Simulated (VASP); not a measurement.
Wanted: the native input for a VASP 6.6.1 run.

```
Task                   : relaxation of cell and atoms
Functional             : PBEsol
Dispersion             : D4
Potentials or basis    : VASP PAW PBE potentials, release 64 (Sb)
Cutoff                 : 600 eV
k mesh                 : 10 × 10 × 10
Occupations            : fermi-dirac, width 0.05 eV
Spin                   : no spin polarisation
Dipole correction      : no
Further INCAR settings : ALGO = Normal; EDIFF = 1e-06; IBRION = 2; EDIFFG = -0.01; NSW = 60; ISIF = 3
```

The structure of Sb lies in POSCAR:

```
Sb
1.0
   -1.8713408863      1.8713408863      1.8713408863
    1.8713408863     -1.8713408863      1.8713408863
    1.8713408863      1.8713408863     -1.8713408863
Sb
1
Direct
    0.0000000000      0.0000000000      0.0000000000
```

These files were run (other wordings do the same):

INCAR

```
SYSTEM = Sb
  PREC = Accurate
  ENCUT = 600
  EDIFF = 1E-6
  ISMEAR = -1
  SIGMA = 0.05
  LREAL = .FALSE.
  LASPH = .TRUE.
  NELM = 60
  ALGO = Normal
  ISIF = 3
  LWAVE = .FALSE.
  LCHARG = .FALSE.
  GGA = PS
  IVDW = 13
  IBRION = 2
  NSW = 60
  EDIFFG = -0.01
```

KPOINTS

```
regular mesh
0
G
  10 10 10
  0 0 0
```

Potentials or basis: VASP PAW PBE potentials, release 64 (Sb).

Run with:

```bash
$ cat potpaw_PBE.64/Sb/POTCAR > POTCAR
$ mpirun -np 1 vasp_std > vasp.out
```

It gave:

```json
{
 "Relaxed volume": "25.45 Å³/atom",
 "Relaxed cell": "a = 3.210 Å, b = 3.210 Å, c = 3.210 Å, α = 109.47°, β = 109.47°, γ = 109.47°",
 "Space group after relaxing (to 0.05 Å)": "Im-3m (No. 229)",
 "Energy gained by relaxing": "4.9 meV/atom",
 "Ionic steps": "3",
 "Pressure after relaxing": "0.0 GPa",
 "Dispersion energy per atom": "-0.344 eV"
}
```

Caveat: the PAW data sets were made with another functional, which shifts forces and pressure a little; pairwise dispersion overbinds metals, which lowers pressure and volume.

Wall time 28 s on 1 thread of Intel Xeon 8259CL, on a shared host, peak memory 0.16 GiB.
